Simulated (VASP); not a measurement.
# BAs (F-43m) in VASP: notebook

Runs on BAs. Level: PBE. Tasks: relaxation of cell and atoms, single point.

All numbers are computed with VASP 6.6.1; they aren't measurements. Logs are shortened: lines on timing, memory, paths and dates and some standing lists are left out, and cuts for length are marked.

### 1 The cell of the first run

Symmetry: F-43m, No. 216, cubic system. Conventional cell: a = 4.809 Å, b = 4.809 Å, c = 4.809 Å, α = 90.00°, β = 90.00°, γ = 90.00°. Within 2.8 Å of B (site symmetry -43m) lie 4 As at 2.08 Å. Within 2.8 Å of As (site symmetry -43m) lie 4 B at 2.08 Å.

### 2 Relaxation of cell and atoms, PBE

Contents of INCAR:

```
SYSTEM = BAs
ALGO = Normal ; EDIFF = 1E-7
EDIFFG = -0.001 ; ENCUT = 600
GGA = PE ; IBRION = 2
ISIF = 3 ; ISMEAR = 0
LASPH = .True. ; LCHARG = .False.
LREAL = .False. ; LWAVE = .False.
NELM = 80 ; NSW = 80
PREC = Accurate ; SIGMA = 0.01
```

Contents of KPOINTS:

```
k-points
0
Gamma
  10 10 10
  0 0 0
```

Contents of POSCAR:

```
BAs
1.0
    0.0000000000      2.4044111605      2.4044111605
    2.4044111605      0.0000000000      2.4044111605
    2.4044111605      2.4044111605      0.0000000000
B As
1 1
Direct
    0.0000000000      0.0000000000      0.0000000000
    0.7500000000      0.7500000000      0.7500000000
```

Potentials or basis: VASP PAW PBE potentials, release 64 (B, As).

Started as:

```sh
> cat potpaw_PBE.64/B/POTCAR potpaw_PBE.64/As/POTCAR > POTCAR
> mpirun -np 1 vasp_std > vasp.out
```

OUTCAR:

```text
SYSTEM = BAs
   EDIFF = 1E-7
   EDIFFG = -0.001
   ENCUT = 600
   GGA = PE
   IBRION = 2
   ISIF = 3
   ISMEAR = 0
   LASPH = .True.
   LREAL = .False.
   NELM = 80
   NSW = 80
   PREC = Accurate

 ion  position               nearest neighbor table
   1  0.000  0.000  0.000-   2 2.08   2 2.08   2 2.08   2 2.08
   2  0.750  0.750  0.750-   1 2.08   1 2.08   1 2.08   1 2.08

  LATTYP: Found a face centered cubic cell.
 ALAT       =     4.8088223210

  Lattice vectors:

 A1 = (   0.0000000000,   2.4044111605,   2.4044111605)
 A2 = (   2.4044111605,   0.0000000000,   2.4044111605)
 A3 = (   2.4044111605,   2.4044111605,   0.0000000000)

Analysis of symmetry for initial positions (statically):
=====================================================================
 Subroutine PRICEL returns:
 Original cell was already a primitive cell.

 Routine SETGRP: Setting up the symmetry group for a
 face centered cubic supercell.

 Subroutine GETGRP returns: Found 24 space group operations
 (whereof 24 operations were pure point group operations)
 out of a pool of 48 trial point group operations.

The static configuration has the point symmetry T_d .

Analysis of symmetry for dynamics (positions and initial velocities):
=====================================================================
 Subroutine PRICEL returns:
 Original cell was already a primitive cell.

 Routine SETGRP: Setting up the symmetry group for a
 face centered cubic supercell.

 Subroutine GETGRP returns: Found 24 space group operations
 (whereof 24 operations were pure point group operations)
 out of a pool of 48 trial point group operations.

The dynamic configuration has the point symmetry T_d .

 Subroutine INISYM returns: Found 24 space group operations
 (whereof 24 operations are pure point group operations),
 and found     1 'primitive' translations

----------------------------------------------------------------------------------------

                                     Primitive cell

  volume of cell :      27.8007

  direct lattice vectors                    reciprocal lattice vectors
     0.000000000  2.404411161  2.404411161    -0.207951123  0.207951123  0.207951123
     2.404411161  0.000000000  2.404411161     0.207951123 -0.207951123  0.207951123
     2.404411161  2.404411161  0.000000000     0.207951123  0.207951123 -0.207951123

  length of vectors
[... 91 lines left out ...]
   TEBEG  =    0.0;   TEEND  =   0.0 temperature during run
   PSTRESS=    0.0 pullay stress
   NELECT =       8.0000    total number of electrons
   NUPDOWN=      -1.0000    fix difference up-down
   EMIN   =  10.00;   EMAX   =-10.00  energy-range for DOS
   EFERMI =   0.00;   METHOD = LEGACY
   ISMEAR =     0;   SIGMA  =   0.01  broadening in eV -4-tet -1-fermi 0-gaus
   EFERMI_NEDOS =   21; number of points for ismear=-14 and -15
   IALGO  =     38    algorithm
   IMIX   =      4    mixing-type and parameters
     AMIX     =   0.40;   BMIX     =  1.00
     AMIX_MAG =   1.60;   BMIX_MAG =  1.00
  volume/ion in A,a.u.               =      13.90        93.80
  Fermi-wavevector in a.u.,A,eV,Ry     =   1.080818  2.042451 15.893898  1.168169
  Thomas-Fermi vector in A             =   2.216819
   LORBIT       =      0    0 simple, 1 ext, 2 COOP (PROOUT), +10 PAW based schemes
   GGA     = PE    functional components
   LHFCALC =     F    Hartree Fock is set to
   AEXX    =    0.0000 exact exchange contribution
   IVDW    =     0    specifies the selected vdW correction
   LEPSILON=     F    determine dielectric tensor
   LRPA    =     F    only Hartree local field effects (RPA)
 conjugate gradient relaxation of ions
 non-spin polarized calculation
 Gauss-broadening in eV      SIGMA  =   0.01
  energy-cutoff  :      600.00
  volume of cell :       27.80
 maximum number of plane-waves:       944
   NGX = 13   NGY = 13   NGZ = 13

--------------------------------------- Ionic step        1  -------------------------------------------

 number of electron       8.0000000 magnetization

 Free energy of the ion-electron system (eV)
  ---------------------------------------------------
  ext. energy  EPLUGINS =         0.00000000
  ---------------------------------------------------
  free energy    TOTEN  =       -11.41425121 eV

  energy without entropy =      -11.41425121  energy(sigma->0) =      -11.41425121

------------------------ aborting loop because EDIFF is reached ----------------------------------------

  FORCE on cell =-STRESS in cart. coord.  units (eV):
  Direction    XX          YY          ZZ          XY          YZ          ZX
  --------------------------------------------------------------------------------------
  -------------------------------------------------------------------------------------
  Total        0.1091742      0.1091742      0.1091742     -0.0000000      0.0000000      0.0000000
  in kB        6.2917947      6.2917947      6.2917947     -0.0000000      0.0000000      0.0000000
  external PRESSURE =       6.2917947 kB  Pullay stress =       0.0000000 kB
[... 95 lines left out ...]
--------------------------------------- Ionic step        4  -------------------------------------------

 number of electron       8.0000000 magnetization

 Free energy of the ion-electron system (eV)
  ---------------------------------------------------
  ext. energy  EPLUGINS =         0.00000000
  ---------------------------------------------------
  free energy    TOTEN  =       -11.41450267 eV

  energy without entropy =      -11.41450267  energy(sigma->0) =      -11.41450267

 E-fermi :   5.9586     XC(G=0): -10.4777

 val. band max:        5.8564281753   @ k =   0.0000   0.0000   0.0000
 cond. band min:       7.0574475789   @ k =   0.4000   0.4000   0.0000
 fundamental gap:      1.2010194036
 Fermi energy:         5.9586325233

 k-point     1 :       0.0000    0.0000    0.0000
  band No.  band energies     occupation
      1      -9.3218      2.00000
      2       5.8564      2.00000
      3       5.8564      2.00000
      4       5.8564      2.00000
      5       9.1024      0.00000
      6       9.1024      0.00000
      7       9.1024      0.00000
      8      10.2322      0.00000
[... 243 lines left out ...]
 k-point    24 :       0.4000    0.3000    0.0000
  band No.  band energies     occupation
      1      -6.7449      2.00000
      2      -0.5353      2.00000
      3       1.9820      2.00000
      4       2.4592      2.00000
      5       7.5656      0.00000
      6       9.2429      0.00000
      7      14.5179      0.00000
      8      14.7636      0.00000

 [... further k-points ...]
[... 5 lines left out ...]
  --------------------------------------------------------------------------------------
  -------------------------------------------------------------------------------------
  Total       -0.0001772     -0.0001772     -0.0001772      0.0000000      0.0000000      0.0000000
  in kB       -0.0101623     -0.0101623     -0.0101623      0.0000000      0.0000000      0.0000000
  external PRESSURE =      -0.0101623 kB  Pullay stress =       0.0000000 kB
[... 17 lines left out ...]
  FREE ENERGIE OF THE ION-ELECTRON SYSTEM (eV)
  ---------------------------------------------------
  free  energy   TOTEN  =       -11.4145026658 eV

  energy  without entropy=      -11.4145026658  energy(sigma->0) =      -11.41450267

 reached required accuracy - stopping structural energy minimisation
```

It took 17 s on 1 thread of Intel Xeon 6975P-C, shared host; peak memory 0.17 GiB.

What came out:

```yaml
Free_energy: -11.4145 eV
Relaxed_volume: 13.97 Å³/atom
Relaxed_cell: a = 3.406 Å, b = 3.406 Å, c = 3.406 Å, α = 60.00°, β = 60.00°, γ = 60.00°
Space_group_after_relaxing_to_0.05_Å: F-43m (No. 216)
Energy_gained_by_relaxing: 0.1 meV/atom
Ionic_steps: 4
Pressure_after_relaxing: 0.0 GPa
Band_gap_on_the_k_mesh: 1.20 eV, indirect (least direct gap 3.25 eV)
```

The path:
```
step  energy change (eV)  largest force (eV/Å)  pressure (GPa)  volume (Å³)
   1              0.0000                0.0000            0.63        27.80
   2             -0.0001                0.0000           -0.42        28.02
   3             -0.0003                0.0000            0.01        27.93
   4             -0.0003                0.0000            0.00        27.93
```

Final structure:
```yaml
crystal:
  lattice:
    - [0.00000, 2.40821, 2.40821]
    - [2.40821, 0.00000, 2.40821]
    - [2.40821, 2.40821, 0.00000]
  atoms:
    - { symbol: B, position: [0.00000, 0.00000, 0.00000] }
    - { symbol: As, position: [0.75000, 0.75000, 0.75000] }
```

Levels at points of the mesh, in eV from the valence-band top:
```tsv
k point	band 1	band 2	band 3	band 4	band 5	band 6	band 7	band 8
(0.00, 0.00, 0.00)	-15.18	0.00	0.00	0.00	3.25	3.25	3.25	4.38
(0.50, 0.00, 0.00)	-12.40	-8.61	-1.78	-1.78	2.55	4.75	4.75	8.82
(0.50, 0.50, 0.00)	-11.12	-8.39	-3.98	-3.98	1.46	1.46	11.13	11.13
```

A k mesh can miss the band edges. Zero-point motion and thermal expansion aren't in these numbers.

### 3 Relaxation of cell and atoms, PBE, target pressure 9 GPa, at which the enthalpy is minimised

Contents of INCAR:

```
PREC     = Accurate       # precision mode
ENCUT    = 600            # plane-wave cutoff, eV
EDIFF    = 1E-7           # SCF threshold, eV
ISMEAR   = 0              # smearing method
SIGMA    = 0.01           # smearing width, eV
LREAL    = F              # projectors in reciprocal space
LASPH    = T              # aspherical terms in the spheres
NELM     = 60             # most SCF steps
ALGO     = Normal         # electronic algorithm
ISIF     = 3              # what is computed and relaxed
LWAVE    = F              # write WAVECAR
LCHARG   = F              # write CHGCAR
GGA      = PE             # functional
IBRION   = 2              # ionic algorithm
NSW      = 80             # ionic steps
EDIFFG   = -0.001         # ionic threshold
PSTRESS  = 90.0
```

Contents of KPOINTS:

```
Automatic mesh
0
Gamma
  10 10 10
```

Contents of POSCAR:

```
BAs
1.0
    0.0000000000      2.4046443036      2.4046443036
    2.4046443036      0.0000000000      2.4046443036
    2.4046443036      2.4046443036      0.0000000000
B As
1 1
Direct
    0.0000000000      0.0000000000      0.0000000000
    0.7500000000      0.7500000000      0.7500000000
```

Potentials or basis: VASP PAW PBE potentials, release 64 (B, As).

Started as:

```sh
> cat potpaw_PBE.64/B/POTCAR potpaw_PBE.64/As/POTCAR > POTCAR
> mpirun -np 1 vasp_std > vasp.out
```

Run time: 31 s. Hardware: 1 thread of Intel Xeon 6975P-C, shared host; peak memory 0.17 GiB.

The run converged. Its results:

| Quantity | Value |
| --- | --- |
| Free energy | -11.3710 eV |
| Relaxed volume | 13.15 Å³/atom |
| Relaxed cell | a = 3.338 Å, b = 3.338 Å, c = 3.338 Å, α = 60.00°, β = 60.00°, γ = 60.00° |
| Space group after relaxing (to 0.05 Å) | F-43m (No. 216) |
| Energy change on relaxing (the enthalpy is what falls) | +21.7 meV/atom |
| Ionic steps | 6 |
| Pressure after relaxing | 9.0 GPa |
| Band gap on the k mesh | 1.14 eV, indirect (least direct gap 3.32 eV) |

Step by step:
```tsv
step	energy change (eV)	largest force (eV/Å)	pressure (GPa)	volume (Å³)
1	0.0000	0.0000	0.59	27.81
2	0.1558	0.0000	18.61	24.97
3	0.0427	0.0000	8.94	26.31
4	0.0443	0.0000	9.12	26.28
5	0.0424	0.0000	8.90	26.32
6	0.0433	0.0000	9.01	26.30
```

Final structure:
```
B As
1.0
     0.00000    2.36030    2.36030
     2.36030    0.00000    2.36030
     2.36030    2.36030    0.00000
B As
1 1
Direct
  0.00000 0.00000 0.00000
  0.75000 0.75000 0.75000
```

Levels at points of the mesh, in eV from the valence-band top:
```csv
k point,band 2,band 3,band 4,band 5,band 6,band 7
"(0.00, 0.00, 0.00)",0.00,0.00,0.00,3.32,3.32,3.32
"(0.50, 0.00, 0.00)",-9.05,-1.88,-1.88,2.90,4.82,4.82
"(0.50, 0.50, 0.00)",-8.73,-4.23,-4.23,1.38,1.41,11.71
```

Caveat: the cell is relaxed towards a set pressure, so the enthalpy falls and the energy may rise. A k mesh can miss the band edges.

### 4 Single point, PBE

Contents of INCAR:

```
  PREC = Accurate
  ENCUT = 520
  EDIFF = 1E-7
  ISMEAR = 0
  SIGMA = 0.05
  LREAL = F
  LASPH = T
  NELM = 100
  ALGO = Normal
  ISIF = 2
  LWAVE = F
  LCHARG = F
  GGA = PE
  NBANDS = 11
```

Contents of KPOINTS:

```
regular mesh
0
Gamma
  10 10 10
```

Contents of POSCAR:

```
BAs
1.0
    0.0000000000      2.4044111611      2.4044111611
    2.4044111611      0.0000000000      2.4044111611
    2.4044111611      2.4044111611      0.0000000000
B As
1 1
Direct
    0.0000000000      0.0000000000      0.0000000000
    0.7500000000      0.7500000000      0.7500000000
```

Started as:

```sh
> cat potpaw_PBE.64/B/POTCAR potpaw_PBE.64/As/POTCAR > POTCAR
> mpirun -np 1 vasp_std > vasp.out
```

Run time: 16 s. Hardware: 1 thread of Intel Xeon Platinum 8488C (Sapphire Rapids), shared host; peak memory 0.16 GiB.

The run converged. Its results:

| Property | Result |
| --- | --- |
| Free energy | -11.4134 eV |
| Pressure | 0.6 GPa |
| Band gap on the k mesh | 1.20 eV, indirect (least direct gap 3.25 eV) |

Levels at points of the mesh, in eV from the valence-band top:
| k point | band 2 | band 3 | band 4 | band 5 | band 6 | band 7 |
| --- | --- | --- | --- | --- | --- | --- |
| (0.00, 0.00, 0.00) | 0.00 | 0.00 | 0.00 | 3.25 | 3.25 | 3.25 |
| (0.50, 0.00, 0.00) | -8.64 | -1.79 | -1.79 | 2.58 | 4.76 | 4.76 |
| (0.50, 0.50, 0.00) | -8.42 | -4.00 | -4.00 | 1.45 | 1.46 | 11.18 |

A k mesh can miss the band edges. Expect the measured gap to be larger: semilocal functionals such as PBE lack the derivative discontinuity.

### 5 The runs side by side

```csv
task,cell,cutoff (eV),smearing,gap on the mesh (eV),pressure (GPa)
relaxation of cell and atoms,"relaxed from a = 3.400 Å, angles 60.0°, 2 atoms",600,gaussian 0.01 eV,1.20,0.0
relaxation of cell and atoms,"relaxed to 9 GPa from a = 3.401 Å, angles 60.0°, 2 atoms",600,gaussian 0.01 eV,1.14,9.0
single point,"a = 3.400 Å, angles 60.0°, 2 atoms",520,gaussian 0.05 eV,1.20,0.6
```

Alike in all rows: level PBE; potentials or basis VASP PAW PBE potentials, release 64 (B, As); no spin polarisation; k mesh 10 × 10 × 10.

Caveats: the cell is relaxed towards a set pressure, so the enthalpy falls and the energy may rise (some runs).

Total energies depend on the potentials used, so only differences within one code and one set of settings carry meaning.
